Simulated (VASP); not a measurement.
## Te2Mo: single point with PBE exchange alone

**Measured values to compare with.**

From “Broadband infrared study of pressure-tunable Fano resonance and metallization transition in 2H-MoTe2”, 2022, pmc:9569381, for a bulk crystal of Te2Mo at 300 K: band gap 0.88 ± 0.05 eV (indirect).

The system is Te2Mo.

```
Te Mo
1.0
     3.81080    0.00000    0.00000
    -1.90540    3.30025    0.00000
     0.00000    0.00000   19.93997
Te Mo
4 2
Cartesian
  1.9054 1.1001 6.8126
  0.0000 2.2002 16.7826
  1.9054 1.1001 3.1574
  0.0000 2.2002 13.1274
  1.9054 1.1001 14.9550
  0.0000 2.2002 4.9850
```

```yaml
Program: VASP 6.6.1
Task: single point
Functional: PBE exchange alone
Potentials_or_basis: VASP PAW PBE potentials, release 64 (Te, Mo_sv)
Cutoff: 520 eV
k_mesh: 9 × 9 × 2
Occupations: fermi-dirac, width 0.05 eV
Spin: no spin polarisation
```

The pressure is 0.1 GPa, the largest force is 0.020 eV/Å and the band gap on the k mesh is 0.72 eV.

Forces in eV/Å, atoms in the order of the input:
```
Te   0.000  0.000  0.020
Te   0.000  0.000  0.020
Te   0.000  0.000 -0.020
Te   0.000  0.000 -0.020
Mo   0.000  0.000  0.000
Mo   0.000  0.000  0.000
```

Levels at points of the mesh, in eV from the valence-band top:
| k point | band 23 | band 24 | band 25 | band 26 | band 27 | band 28 | band 29 | band 30 |
| --- | --- | --- | --- | --- | --- | --- | --- | --- |
| (0.00, 0.00, 0.00) | -0.91 | -0.91 | -0.09 | -0.01 | 2.36 | 2.36 | 2.36 | 2.36 |
| (0.00, 0.00, 0.50) | -0.91 | -0.91 | -0.05 | -0.05 | 2.36 | 2.36 | 2.36 | 2.36 |

Run time: 6.9 min on 1 thread of Intel Xeon 8259CL (shared host), peak memory 0.44 GiB.

Against the measured gap of Te2Mo, 0.88 eV (indirect; 300 K; quoted in “Broadband infrared study of pressure-tunable Fano resonance and metallization transition in 2H-MoTe2”, 2022, pmc:9569381), the calculated 0.72 eV is off by -0.16 eV. Spin-orbit coupling on Mo, Te is left out. The value is that of PBE exchange alone on a finite k mesh, which can miss the band edges, without temperature or zero-point motion.

Caveat: spin-orbit coupling is left out, which moves the levels of the heavy elements; an odd mesh through Γ misses points on the zone boundary, where band edges can lie.
